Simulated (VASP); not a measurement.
The system is PbSe.

```xyz
2
Lattice="0.0000 3.0606 3.0606 3.0606 0.0000 3.0606 3.0606 3.0606 0.0000" Properties=species:S:1:pos:R:3 pbc="T T T"
Pb    0.0000    0.0000    0.0000
Se    3.0606    3.0606    3.0606
```

- Program: VASP 6.6.1
- Task: relaxation of cell and atoms
- Functional: PBE-based screened hybrid with 25 % exact exchange
- Potentials or basis: VASP PAW PBE potentials, release 64 (Pb_d, Se)
- Cutoff: 600 eV
- k mesh: 4 × 4 × 4
- Occupations: fermi-dirac, width 0.05 eV
- Spin: no spin polarisation

At the start: pressure 1.4 GPa; volume 28.67 Å³/atom.

**Question.** How do energy, volume and symmetry change on relaxing?

**Answer.** Over 3 steps the energy falls by 3.2 meV/atom and the volume is 29.43 Å³/atom (+2.6 %); space group Fm-3m (No. 225, to 0.1 Å) before and after.

Step by step:
| step | energy change (eV) | largest force (eV/Å) | pressure (GPa) | volume (Å³) |
| --- | --- | --- | --- | --- |
| 1 | 0.0000 | 0.0000 | 1.38 | 57.34 |
| 2 | -0.0055 | 0.0000 | -0.41 | 59.41 |
| 3 | -0.0064 | 0.0000 | -0.02 | 58.86 |

Final structure:
```yaml
crystal:
  lattice:
    - [0.00000, 3.08740, 3.08740]
    - [3.08740, 0.00000, 3.08740]
    - [3.08740, 3.08740, 0.00000]
  atoms:
    - { symbol: Pb, position: [0.00000, 0.00000, 0.00000] }
    - { symbol: Se, position: [0.50000, 0.50000, 0.50000] }
```

Caveat: the k points lie up to 0.44 Å⁻¹ apart in the final cell; the PAW data sets were made with another functional, which shifts forces and pressure a little.
